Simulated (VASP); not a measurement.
# HgTe (Pm-3m) in VASP: a series of runs

HgTe is run at these levels: PBE, r2SCAN; tasks: single point, relaxation of cell and atoms.

Program: VASP 6.6.1. These are calculated values, not measurements. Logs are shortened: lines on timing, memory, paths and dates and some standing lists are left out, and cuts for length are marked.

**1. The cell of the first run**

Symmetry: Pm-3m, No. 221, cubic system. The conventional cell has a = 3.806 Å, b = 3.806 Å, c = 3.806 Å, α = 90.00°, β = 90.00°, γ = 90.00°. Hg (site symmetry m-3m) has 8 Te at 3.30 Å and 6 Hg at 3.81 Å within 4.3 Å. Te (site symmetry m-3m) has 8 Hg at 3.30 Å and 6 Te at 3.81 Å within 4.3 Å.

**2. Single point, PBE**

INCAR

```
PREC = Accurate
ENCUT = 520
EDIFF = 1E-6
ISMEAR = -1
SIGMA = 0.02
LREAL = F
LASPH = T
NELM = 80
ALGO = Normal
ISIF = 2
LWAVE = F
LCHARG = F
GGA = PE
NBANDS = 16
```

KPOINTS

```
regular mesh
0
Gamma
  6 6 6
```

POSCAR

```
HgTe
1.0
    3.8060201133      0.0000000000      0.0000000000
    0.0000000000      3.8060201133      0.0000000000
    0.0000000000      0.0000000000      3.8060201133
Hg Te
1 1
Direct
    0.0000000000      0.0000000000      0.0000000000
    0.5000000000      0.5000000000      0.5000000000
```

Potentials or basis: VASP PAW PBE potentials, release 64 (Hg, Te).

On the command line:

```
cat potpaw_PBE.64/Hg/POTCAR potpaw_PBE.64/Te/POTCAR > POTCAR
mpirun -np 1 vasp_std > vasp.out
```

OUTCAR:

```text
PREC = Accurate
   ENCUT = 520
   EDIFF = 1E-6
   ISMEAR = -1
   LREAL = F
   LASPH = T
   NELM = 80
   ISIF = 2
   GGA = PE

 ion  position               nearest neighbor table
   1  0.000  0.000  0.000-   2 3.30   2 3.30   2 3.30   2 3.30   2 3.30   2 3.30   2 3.30   2 3.30

   2  0.500  0.500  0.500-   1 3.30   1 3.30   1 3.30   1 3.30   1 3.30   1 3.30   1 3.30   1 3.30

  LATTYP: Found a simple cubic cell.
 ALAT       =     3.8060201133

  Lattice vectors:

 A1 = (   3.8060201133,   0.0000000000,   0.0000000000)
 A2 = (   0.0000000000,   3.8060201133,   0.0000000000)
 A3 = (   0.0000000000,   0.0000000000,   3.8060201133)

Analysis of symmetry for initial positions (statically):
=====================================================================
 Subroutine PRICEL returns:
 Original cell was already a primitive cell.

 Routine SETGRP: Setting up the symmetry group for a
 simple cubic supercell.

 Subroutine GETGRP returns: Found 48 space group operations
 (whereof 48 operations were pure point group operations)
 out of a pool of 48 trial point group operations.

The static configuration has the point symmetry O_h .

Analysis of symmetry for dynamics (positions and initial velocities):
=====================================================================
 Subroutine PRICEL returns:
 Original cell was already a primitive cell.

 Routine SETGRP: Setting up the symmetry group for a
 simple cubic supercell.

 Subroutine GETGRP returns: Found 48 space group operations
 (whereof 48 operations were pure point group operations)
 out of a pool of 48 trial point group operations.

The dynamic configuration has the point symmetry O_h .

 Subroutine INISYM returns: Found 48 space group operations
 (whereof 48 operations are pure point group operations),
 and found     1 'primitive' translations

----------------------------------------------------------------------------------------

                                     Primitive cell

  volume of cell :      55.1332

  direct lattice vectors                    reciprocal lattice vectors
     3.806020113  0.000000000  0.000000000     0.262741649  0.000000000  0.000000000
     0.000000000  3.806020113  0.000000000     0.000000000  0.262741649  0.000000000
     0.000000000  0.000000000  3.806020113     0.000000000  0.000000000  0.262741649

  length of vectors
     3.806020113  3.806020113  3.806020113     0.262741649  0.262741649  0.262741649

  position of ions in fractional coordinates (direct lattice)
     0.000000000  0.000000000  0.000000000
     0.500000000  0.500000000  0.500000000

  ion indices of the primitive-cell ions
   primitive index   ion index
                 1           1
                 2           2

----------------------------------------------------------------------------------------

 KPOINTS: regular mesh

Automatic generation of k-mesh.
 Grid dimensions read from file:
 generate k-points for:    6    6    6

 Generating k-lattice:

  Cartesian coordinates                     Fractional coordinates (reciprocal lattice)
     0.043790275  0.000000000  0.000000000     0.166666667  0.000000000  0.000000000
     0.000000000  0.043790275  0.000000000     0.000000000  0.166666667  0.000000000
     0.000000000  0.000000000  0.043790275     0.000000000  0.000000000  0.166666667

  Length of vectors
     0.043790275  0.043790275  0.043790275

  Shift w.r.t. Gamma in fractional coordinates (k-lattice)
     0.000000000  0.000000000  0.000000000

 Subroutine IBZKPT returns following result:
 ===========================================

 Found     20 irreducible k-points:

 Following reciprocal coordinates:
            Coordinates               Weight
  0.000000  0.000000  0.000000      1.000000
  0.166667  0.000000  0.000000      6.000000
  0.333333  0.000000  0.000000      6.000000
  0.500000  0.000000  0.000000      3.000000
  0.166667  0.166667  0.000000     12.000000
  0.333333  0.166667  0.000000     24.000000
[... 12 lines left out ...]
  0.500000  0.500000  0.333333      6.000000
  0.500000  0.500000  0.500000      1.000000
   k-points           NKPTS =     20   k-points in BZ     NKDIM =     20   number of bands    NBANDS=     16
   number of dos      NEDOS =    301   number of ions     NIONS =      2
   total plane-waves  NPLWV =  21952
   dimension x,y,z NGX =    28 NGY =   28 NGZ =   28
   dimension x,y,z NGXF=    56 NGYF=   56 NGZF=   56
   ions per type =               1   1
   NGX,Y,Z   is equivalent  to a cutoff of  12.23, 12.23, 12.23 a.u.
   NGXF,Y,Z  is equivalent  to a cutoff of  24.46, 24.46, 24.46 a.u.
 SYSTEM =  unknown system
   PREC   = accura    normal or accurate (medium, high low for compatibility)
   ISTART =      0    job   : 0-new  1-cont  2-samecut
   ICHARG =      2    charge: 1-file 2-atom 10-const
   ISPIN  =      1    spin polarized calculation?
   LNONCOLLINEAR =      F non collinear calculations
   LSORBIT =      F    spin-orbit coupling
   LASPH  =      T    aspherical Exc in radial PAW
   ENCUT  =  520.0 eV  38.22 Ry    6.18 a.u.   7.08  7.08  7.08*2*pi/ulx,y,z
   NELM   =     80;   NELMIN=  2; NELMDL= -5     # of ELM steps
   EDIFF  = 0.1E-05   stopping-criterion for ELM
   LREAL  =      F    real-space projection
   EDIFFG = 0.1E-04   stopping-criterion for IOM
   NSW    =      0    number of steps for IOM
   IBRION =     -1    ionic relax: 0-MD 1-quasi-New 2-CG
   NFREE  =      0    steps in history (QN), initial steepest desc. (CG)
   ISIF   =      2    stress and relaxation
   ISYM   =      2    0-nonsym 1-usesym 2-fastsym
   POTIM  = 0.5000    time-step for ionic-motion
   TEBEG  =    0.0;   TEEND  =   0.0 temperature during run
   PSTRESS=    0.0 pullay stress
   NELECT =      18.0000    total number of electrons
   NUPDOWN=      -1.0000    fix difference up-down
   EMIN   =  10.00;   EMAX   =-10.00  energy-range for DOS
   EFERMI =   0.00;   METHOD = LEGACY
   ISMEAR =    -1;   SIGMA  =   0.02  broadening in eV -4-tet -1-fermi 0-gaus
   EFERMI_NEDOS =   21; number of points for ismear=-14 and -15
   IALGO  =     38    algorithm
   IMIX   =      4    mixing-type and parameters
     AMIX     =   0.40;   BMIX     =  1.00
     AMIX_MAG =   1.60;   BMIX_MAG =  1.00
  volume/ion in A,a.u.               =      27.57       186.03
  Fermi-wavevector in a.u.,A,eV,Ry     =   1.127270  2.130231 17.289433  1.270737
  Thomas-Fermi vector in A             =   2.263955
   LORBIT       =      0    0 simple, 1 ext, 2 COOP (PROOUT), +10 PAW based schemes
   GGA     = PE    functional components
[... 5 lines left out ...]
 non-spin polarized calculation
  energy-cutoff  :      520.00
  volume of cell :       55.13
 maximum number of plane-waves:      1503
   NGX = 15   NGY = 15   NGZ = 15

 number of electron      17.9999999 magnetization

 Free energy of the ion-electron system (eV)
  ---------------------------------------------------
  ext. energy  EPLUGINS =         0.00000000
  ---------------------------------------------------
  free energy    TOTEN  =        -2.83902530 eV

  energy without entropy =       -2.83617640  energy(sigma->0) =       -2.83760085

 E-fermi :   4.6875     XC(G=0): -10.1537

 val. band max:        4.6866513106   @ k =   0.3333   0.3333   0.0000
 cond. band min:       4.7380503993   @ k =   0.3333   0.3333   0.1667
 fundamental gap:      0.0513990886
 Fermi energy:         4.6875040338

 k-point     1 :       0.0000    0.0000    0.0000
  band No.  band energies     occupation
      1      -7.4627      2.00000
      2      -1.8843      2.00000
      3      -1.8843      2.00000
      4      -1.4268      2.00000
      5      -1.4268      2.00000
      6      -1.4268      2.00000
[... 8 lines left out ...]
     15      14.3240      0.00000
     16      17.8522      0.00000

 k-point     2 :       0.1667    0.0000    0.0000
  band No.  band energies     occupation
      1      -7.2610      2.00000
      2      -1.8699      2.00000
      3      -1.8385      2.00000
      4      -1.5055      2.00000
      5      -1.5055      2.00000
      6      -1.4227      2.00000
[... 8 lines left out ...]
     15      13.1065      0.00000
     16      16.7145      0.00000

 k-point     3 :       0.3333    0.0000    0.0000
  band No.  band energies     occupation
      1      -6.7658      2.00000
      2      -1.9706      2.00000
      3      -1.8409      2.00000
      4      -1.6505      2.00000
      5      -1.6505      2.00000
      6      -1.4145      2.00000
[... 8 lines left out ...]
     15      15.2312      0.00000
     16      15.3542      0.00000

 k-point     4 :       0.5000    0.0000    0.0000
  band No.  band energies     occupation
      1      -6.4403      2.00000
      2      -2.3258      2.00000
      3      -1.8263      2.00000
      4      -1.7178      2.00000
      5      -1.7178      2.00000
      6      -1.4104      2.00000
[... 8 lines left out ...]
     15      14.6646      0.00000
     16      17.6776      0.00000

 k-point     5 :       0.1667    0.1667    0.0000
  band No.  band energies     occupation
      1      -7.0729      2.00000
      2      -1.8536      2.00000
      3      -1.7772      2.00000
      4      -1.5815      2.00000
      5      -1.5190      2.00000
      6      -1.4655      2.00000
[... 8 lines left out ...]
     15      13.8744      0.00000
     16      16.0058      0.00000

 k-point     6 :       0.3333    0.1667    0.0000
  band No.  band energies     occupation
      1      -6.6209      2.00000
      2      -1.9326      2.00000
      3      -1.7482      2.00000
      4      -1.6267      2.00000
      5      -1.6156      2.00000
      6      -1.4626      2.00000
[... 8 lines left out ...]
     15      15.3782      0.00000
     16      15.9917      0.00000
[... 191 lines left out ...]
 k-point    17 :       0.3333    0.3333    0.3333
  band No.  band energies     occupation
      1      -5.8021      2.00000
      2      -1.9778      2.00000
      3      -1.9778      2.00000
      4      -1.4350      2.00000
      5      -1.3913      2.00000
      6      -1.3913      2.00000
[... 8 lines left out ...]
     15      16.3023      0.00000
     16      16.5552      0.00000

 k-point    18 :       0.5000    0.3333    0.3333
  band No.  band energies     occupation
      1      -5.5977      2.00000
      2      -2.0796      2.00000
      3      -1.9989      2.00000
      4      -1.5839      2.00000
      5      -1.3824      2.00000
      6      -1.2837      2.00000
[... 8 lines left out ...]
     15      17.0764      0.00000
     16      18.8776      0.00000

 k-point    19 :       0.5000    0.5000    0.3333
  band No.  band energies     occupation
      1      -5.3818      2.00000
      2      -2.0916      2.00000
      3      -2.0916      2.00000
      4      -1.8687      2.00000
      5      -1.3301      2.00000
      6      -1.1983      2.00000
[... 8 lines left out ...]
     15      19.8990      0.00000
     16      19.8990      0.00000

 k-point    20 :       0.5000    0.5000    0.5000
  band No.  band energies     occupation
      1      -5.1013      2.00000
      2      -2.2116      2.00000
      3      -2.2116      2.00000
      4      -2.2116      2.00000
      5      -1.1957      2.00000
      6      -1.1957      2.00000
[... 8 lines left out ...]
     15      20.9654      0.00000
     16      20.9874      0.00000

------------------------ aborting loop because EDIFF is reached ----------------------------------------

  FORCE on cell =-STRESS in cart. coord.  units (eV):
  Direction    XX          YY          ZZ          XY          YZ          ZX
  --------------------------------------------------------------------------------------
  -------------------------------------------------------------------------------------
  Total        0.0280904      0.0280904      0.0280904      0.0000000     -0.0000000      0.0000000
  in kB        0.8163115      0.8163115      0.8163115      0.0000000     -0.0000000      0.0000000
  external PRESSURE =       0.8163115 kB  Pullay stress =       0.0000000 kB

 VOLUME and BASIS-vectors are now :
 -----------------------------------------------------------------------------
  energy-cutoff  :      520.00
  volume of cell :       55.13
      direct lattice vectors                 reciprocal lattice vectors
     3.806020113  0.000000000  0.000000000     0.262741649  0.000000000  0.000000000
     0.000000000  3.806020113  0.000000000     0.000000000  0.262741649  0.000000000
     0.000000000  0.000000000  3.806020113     0.000000000  0.000000000  0.262741649

 POSITION                                       TOTAL-FORCE (eV/Angst)
 -----------------------------------------------------------------------------------
      0.00000      0.00000      0.00000         0.000000      0.000000      0.000000
      1.90301      1.90301      1.90301         0.000000      0.000000      0.000000
 -----------------------------------------------------------------------------------
    total drift:                               -0.000000      0.000000     -0.000000

  FREE ENERGIE OF THE ION-ELECTRON SYSTEM (eV)
  ---------------------------------------------------
  free  energy   TOTEN  =        -2.8390252951 eV

  energy  without entropy=       -2.8361763988  energy(sigma->0) =       -2.83760085
```

It took 17 s on 1 thread of Intel Xeon 8259CL, shared host; peak memory 0.16 GiB.

Results:

| Property | Result |
| --- | --- |
| Free energy | -2.8390 eV |
| Pressure | 0.1 GPa |
| Band gap on the k mesh | zero (band 9 reaches 5.33 eV, above the bottom of band 10 at 3.56 eV) |

Caveat: spin-orbit coupling is left out, which moves the levels of the heavy elements.

**3. Single point, PBE**

This run uses another cell than the first one, of 27.23 Å³/atom, 0.988 times its volume.

INCAR

```
SYSTEM = HgTe
ALGO = Normal
EDIFF = 1E-6
ENCUT = 520
GGA = PE
ISIF = 2
ISMEAR = -1
LASPH = .TRUE.
LCHARG = .TRUE.
LELF = .TRUE.
LREAL = .FALSE.
LVHAR = .TRUE.
LWAVE = .FALSE.
NBANDS = 16
NELM = 60
PREC = Accurate
SIGMA = 0.02
```

KPOINTS

```
k-points
0
G
  6 6 6
  0 0 0
```

POSCAR

```
HgTe
1.0
    3.7903382476      0.0000000000      0.0000000000
    0.0000000000      3.7903382476      0.0000000000
    0.0000000000      0.0000000000      3.7903382476
Hg Te
1 1
Direct
    0.0000000000      0.0000000000      0.0000000000
    0.5000000000      0.5000000000      0.5000000000
```

Potentials or basis: VASP PAW PBE potentials, release 64 (Hg, Te).

On the command line:

```
cat potpaw_PBE.64/Hg/POTCAR potpaw_PBE.64/Te/POTCAR > POTCAR
mpirun -np 1 vasp_std > vasp.out
```

Wall time 18 s (1 thread of Intel Xeon 8259CL, shared host); peak memory 0.16 GiB.

The run converged. Its results:

```
Free energy            : -2.8373 eV
Pressure               : 0.7 GPa
Band gap on the k mesh : zero (band 9 reaches 5.49 eV, above the bottom of band 10 at 3.69 eV)
```

Levels at points of the mesh, in eV from the Fermi level:
| k point | band 6 | band 7 | band 8 | band 9 | band 10 | band 11 | band 12 | band 13 |
| --- | --- | --- | --- | --- | --- | --- | --- | --- |
| (0.00, 0.00, 0.00) | -6.15 | -2.18 | -0.88 | -0.88 | -0.88 | 5.65 | 5.65 | 9.72 |
| (0.50, 0.00, 0.00) | -6.13 | -5.38 | 0.67 | 0.67 | 2.48 | 3.06 | 5.66 | 5.66 |
| (0.50, 0.50, 0.00) | -5.86 | -4.06 | -4.06 | -2.83 | 0.65 | 6.73 | 6.73 | 7.66 |
| (0.50, 0.50, 0.50) | -5.91 | -1.51 | -1.51 | -1.51 | -1.10 | 1.25 | 1.25 | 1.25 |

Caveat: spin-orbit coupling is left out, which moves the levels of the heavy elements.

**4. Single point, r2SCAN**

This run uses another cell than the first one, of 27.23 Å³/atom, 0.988 times its volume.

POSCAR is that of step 3.

INCAR.step1

```
SYSTEM = HgTe
PREC     = Accurate       ! precision mode
ENCUT    = 520            ! plane-wave cutoff, eV
ISMEAR   = -1             ! smearing method
SIGMA    = 0.02           ! smearing width, eV
LREAL    = .FALSE.        ! projectors in reciprocal space
LASPH    = .TRUE.         ! aspherical terms in the spheres
NELM     = 60             ! most SCF steps
NBANDS   = 16             ! bands
GGA      = PE             ! functional
ALGO     = Normal         ! electronic algorithm
EDIFF    = 1E-4           ! SCF threshold, eV
LWAVE    = .TRUE.         ! write WAVECAR
LCHARG   = .FALSE.        ! write CHGCAR
```

INCAR.step2

```
SYSTEM = HgTe
PREC     = Accurate       ! precision mode
ENCUT    = 520            ! plane-wave cutoff, eV
EDIFF    = 1E-6           ! SCF threshold, eV
ISMEAR   = -1             ! smearing method
SIGMA    = 0.02           ! smearing width, eV
LREAL    = .FALSE.        ! projectors in reciprocal space
LASPH    = .TRUE.         ! aspherical terms in the spheres
NELM     = 60             ! most SCF steps
ALGO     = Normal         ! electronic algorithm
ISIF     = 2              ! what is computed and relaxed
LWAVE    = .FALSE.        ! write WAVECAR
LCHARG   = .TRUE.         ! write CHGCAR
METAGGA  = R2SCAN         ! meta-GGA
LMIXTAU  = .TRUE.       
LELF     = .TRUE.         ! ELF
LVHAR    = .TRUE.       
NBANDS   = 16             ! bands
ISTART   = 1
```

KPOINTS

```
Automatic mesh
0
G
  6 6 6
  0 0 0
```

On the command line:

```
cat potpaw_PBE.64/Hg/POTCAR potpaw_PBE.64/Te/POTCAR > POTCAR
cp INCAR.step1 INCAR
mpirun -np 1 vasp_std > vasp.out
cp INCAR.step2 INCAR
mpirun -np 1 vasp_std > vasp.out
```

Run time: 87 s. Hardware: 1 thread of Intel Xeon 8259CL, shared host; peak memory 0.18 GiB.

The run converged. Its results:

- Free energy: -74.2286 eV
- Pressure: 0.1 GPa
- Band gap on the k mesh: zero (band 9 reaches 5.31 eV, above the bottom of band 10 at 3.45 eV)

Levels at points of the mesh, in eV from the Fermi level:
| k point | band 6 | band 7 | band 8 | band 9 | band 10 | band 11 | band 12 | band 13 |
| --- | --- | --- | --- | --- | --- | --- | --- | --- |
| (0.00, 0.00, 0.00) | -6.53 | -2.05 | -1.01 | -1.01 | -1.01 | 6.05 | 6.05 | 10.25 |
| (0.50, 0.00, 0.00) | -6.51 | -5.70 | 0.57 | 0.57 | 2.58 | 3.54 | 5.95 | 5.95 |
| (0.50, 0.50, 0.00) | -6.20 | -4.24 | -4.24 | -2.90 | 0.55 | 7.20 | 7.20 | 8.22 |
| (0.50, 0.50, 0.50) | -6.30 | -1.67 | -1.67 | -1.67 | -1.13 | 1.49 | 1.49 | 1.49 |

Caveat: the PAW data sets were made with another functional, which shifts forces and pressure a little; spin-orbit coupling is left out, which moves the levels of the heavy elements.

(Part 1 of 2 ends here.)
